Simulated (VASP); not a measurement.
# Ni (P-1) in VASP: single point with PBE

Aim: the single point of Ni with PBE.

Everything below comes from runs of VASP 6.6.1. Logs are shortened: lines on timing, memory, paths and dates and some standing lists are left out, and cuts for length are marked.

### Step 1. The cell of the first run

The typed cell holds 2 atoms: a = 2.674 Å, b = 2.117 Å, c = 3.984 Å, α = 81.54°, β = 89.41°, γ = 113.02°.

### Step 2. Single point, PBE, collinear spin, ferromagnetic start (atoms moved at random and the cell strained at random)

Input file INCAR:

```
  PREC = Accurate
  ENCUT = 520
  EDIFF = 1E-6
  ISMEAR = 0
  SIGMA = 0.15
  LREAL = False
  LASPH = True
  NELM = 150
  ALGO = Fast
  ISIF = 2
  LWAVE = False
  LCHARG = True
  ISPIN = 2
  MAGMOM = 0.64 0.64
  LORBIT = 11
  LMAXMIX = 4
  GGA = PE
  LELF = True
  LVHAR = True
  NBANDS = 21
```

Input file KPOINTS:

```
Automatic mesh
0
Gamma
  14 14 8
```

Input file POSCAR:

```
Ni
1.0
   -1.5202554125      1.5369312596      1.5746739712
    1.4019791206     -1.1614895130      1.0809559328
    2.9209555616      2.6971418012      0.2571654548
Ni
2
Direct
   -0.0058374805      0.0518061945      0.0029474140
    0.5058374805      0.4481938055      0.4970525860
```

Potentials or basis: VASP PAW PBE potentials, release 64 (Ni).

On the command line:

```console
$ cat potpaw_PBE.64/Ni/POTCAR > POTCAR
$ mpirun -np 1 vasp_std > vasp.out
```

OUTCAR:

```text
PREC = Accurate
   ENCUT = 520
   EDIFF = 1E-6
   ISMEAR = 0
   LREAL = False
   LASPH = True
   NELM = 150
   ISIF = 2
   ISPIN = 2
   LORBIT = 11
   GGA = PE

 ion  position               nearest neighbor table
   1  0.994  0.052  0.003-   2 2.26   2 2.28   2 2.47   2 2.62   2 2.63   2 2.75   2 2.84
   2  0.506  0.448  0.497-   1 2.26   1 2.28   1 2.47   1 2.62   1 2.63   1 2.75   1 2.84

  LATTYP: Found a triclinic cell.
 ALAT       =     2.6846444780
 B/A-ratio  =     0.9962200478
 C/A-ratio  =     1.4840156377
 COS(alpha) =     0.0102929414
 COS(beta)  =     0.1262252421
 COS(gamma) =     0.6878188910

  Lattice vectors:

 A1 = (   0.1182762919,  -0.3754417466,  -2.6556299040)
 A2 = (   1.5202554125,  -1.5369312596,  -1.5746739712)
 A3 = (  -2.9209555616,  -2.6971418012,  -0.2571654548)

Analysis of symmetry for initial positions (statically):
=====================================================================
 Subroutine PRICEL returns:
 Original cell was already a primitive cell.

 Routine SETGRP: Setting up the symmetry group for a
 triclinic supercell.

 Subroutine GETGRP returns: Found  2 space group operations
 (whereof  1 operations were pure point group operations)
 out of a pool of  2 trial point group operations.

The static configuration has the point symmetry C_1 .
 The point group associated with its full space group is S_2 .

Analysis of symmetry for dynamics (positions and initial velocities):
=====================================================================
 Subroutine PRICEL returns:
 Original cell was already a primitive cell.

 Routine SETGRP: Setting up the symmetry group for a
 triclinic supercell.

 Subroutine GETGRP returns: Found  2 space group operations
 (whereof  1 operations were pure point group operations)
 out of a pool of  2 trial point group operations.

The dynamic configuration has the point symmetry C_1 .
 The point group associated with its full space group is S_2 .

Analysis of structural, dynamic, and magnetic symmetry:
=====================================================================
 Subroutine PRICEL returns:
 Original cell was already a primitive cell.

 Routine SETGRP: Setting up the symmetry group for a
 triclinic supercell.

 Subroutine GETGRP returns: Found  2 space group operations
 (whereof  1 operations were pure point group operations)
 out of a pool of  2 trial point group operations.

The overall configuration has the point symmetry C_1 .
[... 116 lines left out ...]
   EFERMI_NEDOS =   21; number of points for ismear=-14 and -15
   IALGO  =     68    algorithm
   IMIX   =      4    mixing-type and parameters
     AMIX     =   0.40;   BMIX     =  1.00
     AMIX_MAG =   1.60;   BMIX_MAG =  1.00
  volume/ion in A,a.u.               =      10.24        69.11
  Fermi-wavevector in a.u.,A,eV,Ry     =   1.624162  3.069222 35.890856  2.637903
  Thomas-Fermi vector in A             =   2.717494
   LORBIT       =     11    0 simple, 1 ext, 2 COOP (PROOUT), +10 PAW based schemes
   GGA     = PE    functional components
   LHFCALC =     F    Hartree Fock is set to
   AEXX    =    0.0000 exact exchange contribution
   IVDW    =     0    specifies the selected vdW correction
   LEPSILON=     F    determine dielectric tensor
   LRPA    =     F    only Hartree local field effects (RPA)
 spin polarized calculation
 RMM-DIIS sequential band-by-band and
 Gauss-broadening in eV      SIGMA  =   0.15
  energy-cutoff  :      520.00
  volume of cell :       20.48
 maximum number of plane-waves:       568
   NGX =  9   NGY =  7   NGZ = 15

 number of electron      19.9999996 magnetization       0.9664026

 Free energy of the ion-electron system (eV)
  ---------------------------------------------------
  ext. energy  EPLUGINS =         0.00000000
  ---------------------------------------------------
  free energy    TOTEN  =        -9.92812967 eV

  energy without entropy =       -9.88378147  energy(sigma->0) =       -9.90595557

 E-fermi :  10.2494     XC(G=0): -13.5751

 val. band max:       10.2490529908   @ k =   0.0714   0.4286   0.0000
 cond. band min:      10.2497033892   @ k =   0.5000  -0.2857   0.1250
 fundamental gap:      0.0006503985
 Fermi energy:        10.2494356497

 spin component 1

 k-point     1 :       0.0000    0.0000    0.0000
  band No.  band energies     occupation
      1       0.8642      1.00000
      2       5.2185      1.00000
      3       6.3404      1.00000
      4       6.4600      1.00000
      5       7.4892      1.00000
      6       8.7228      1.00000
[... 565 lines left out ...]
     20      37.9799      0.00000
     21      39.3462      0.00000

 [... further k-points ...]

 spin component 2

 k-point     1 :       0.0000    0.0000    0.0000
  band No.  band energies     occupation
      1       0.8698      1.00000
      2       5.5017      1.00000
      3       6.7633      1.00000
      4       6.8455      1.00000
      5       7.9385      1.00000
      6       9.2154      1.00000
[... 565 lines left out ...]
     20      38.0015      0.00000
     21      39.4212      0.00000

 [... further k-points ...]
[... 5 lines left out ...]
  --------------------------------------------------------------------------------------
  -------------------------------------------------------------------------------------
  Total        5.8198508      3.0842119      2.4945787     -1.8783879     -4.7983072      2.2456479
  in kB      455.2566471    241.2618521    195.1379107   -146.9365141   -375.3466083    175.6653535
  external PRESSURE =     297.2188033 kB  Pullay stress =       0.0000000 kB

 VOLUME and BASIS-vectors are now :
 -----------------------------------------------------------------------------
  energy-cutoff  :      520.00
  volume of cell :       20.48
      direct lattice vectors                 reciprocal lattice vectors
    -1.520255413  1.536931260  1.574673971    -0.156929619  0.136555205  0.350263574
     1.401979121 -1.161489513  1.080955933     0.188064083 -0.243656936  0.419381672
     2.920955562  2.697141801  0.257165455     0.170411692  0.188020912 -0.018991817

 POSITION                                       TOTAL-FORCE (eV/Angst)
 -----------------------------------------------------------------------------------
     -1.43014      1.47574      1.62224        -0.113860     -0.384579      0.078166
      1.31122      1.59749      1.40883         0.113860      0.384579     -0.078166
 -----------------------------------------------------------------------------------
    total drift:                                0.000000      0.000000      0.000000

  FREE ENERGIE OF THE ION-ELECTRON SYSTEM (eV)
  ---------------------------------------------------
  free  energy   TOTEN  =        -9.9281296750 eV

  energy  without entropy=       -9.8837814679  energy(sigma->0) =       -9.90595557

 total charge

# of ion       s       p       d       tot
------------------------------------------
    1        0.538   0.554   8.413   9.505
    2        0.538   0.554   8.413   9.505
--------------------------------------------------
tot          1.076   1.108  16.826  19.010

 magnetization (x)

# of ion       s       p       d       tot
------------------------------------------
    1       -0.000  -0.012   0.496   0.485
    2       -0.000  -0.012   0.496   0.485
--------------------------------------------------
tot         -0.000  -0.023   0.993   0.969
```

Run time: 5.8 min. Hardware: 1 thread of Intel Xeon Platinum 8488C (Sapphire Rapids), shared host; peak memory 0.52 GiB.

Results:

| Quantity | Value |
| --- | --- |
| Free energy | -9.9281 eV |
| Pressure | 29.7 GPa |
| Largest force | 0.409 eV/Å |
| Net moment | 0.97 μB per cell |
| Site moments | Ni +0.48 μB |
| Valence electrons inside the program's atomic spheres | Ni 9.51 |

Forces in eV/Å, atoms in the order of the input:
```
Ni  -0.114 -0.385  0.078
Ni   0.114  0.385 -0.078
```

Stress tensor (GPa, compression positive):
```
 45.53 -14.69  17.57
-14.69  24.13 -37.53
 17.57 -37.53  19.51
```

Levels at points of the mesh, in eV from the Fermi level:
Spin up:
| k point | band 9 | band 10 | band 11 | band 12 | band 13 | band 14 |
| --- | --- | --- | --- | --- | --- | --- |
| (0.00, 0.00, 0.00) | -0.60 | -0.48 | -0.22 | -0.17 | 6.57 | 15.01 |
| (0.50, 0.00, 0.00) | -0.43 | -0.33 | 0.88 | 0.94 | 8.67 | 8.67 |
| (0.00, 0.50, 0.00) | -0.57 | -0.56 | 3.03 | 4.52 | 9.55 | 11.78 |
| (0.50, 0.50, 0.00) | -0.37 | -0.15 | 1.11 | 6.58 | 8.26 | 12.24 |
| (0.00, 0.00, 0.50) | -0.99 | -0.94 | -0.57 | -0.55 | 15.46 | 15.80 |
| (0.50, 0.00, 0.50) | -0.41 | -0.35 | -0.34 | -0.29 | 4.54 | 6.01 |
| (0.00, 0.50, 0.50) | -0.11 | 0.24 | 1.48 | 4.28 | 7.89 | 11.31 |
| (0.50, 0.50, 0.50) | -0.43 | -0.41 | 3.65 | 4.88 | 7.60 | 8.81 |
Spin down:
| k point | band 7 | band 8 | band 9 | band 10 | band 11 | band 12 | band 13 | band 14 |
| --- | --- | --- | --- | --- | --- | --- | --- | --- |
| (0.00, 0.00, 0.00) | -0.51 | -0.37 | -0.18 | 0.00 | 0.13 | 0.37 | 6.85 | 15.06 |
| (0.50, 0.00, 0.00) | -0.35 | 0.10 | 0.22 | 0.32 | 1.25 | 1.32 | 8.83 | 8.83 |
| (0.00, 0.50, 0.00) | -1.24 | -0.62 | -0.09 | -0.07 | 3.28 | 4.74 | 9.69 | 11.96 |
| (0.50, 0.50, 0.00) | -0.33 | -0.05 | 0.13 | 0.18 | 1.50 | 6.81 | 8.35 | 12.30 |
| (0.00, 0.00, 0.50) | -1.12 | -1.04 | -0.39 | -0.31 | 0.05 | 0.07 | 15.56 | 15.90 |
| (0.50, 0.00, 0.50) | -0.46 | 0.07 | 0.16 | 0.21 | 0.24 | 0.35 | 4.85 | 6.31 |
| (0.00, 0.50, 0.50) | -0.40 | -0.13 | 0.43 | 0.57 | 1.71 | 4.31 | 8.15 | 11.53 |
| (0.50, 0.50, 0.50) | -0.88 | -0.77 | 0.05 | 0.08 | 3.82 | 5.02 | 7.82 | 9.02 |

Caveat: the cell differs from its parent crystal (atoms moved at random and the cell strained at random); the stress differs along the axes, from 20 to 46 GPa.
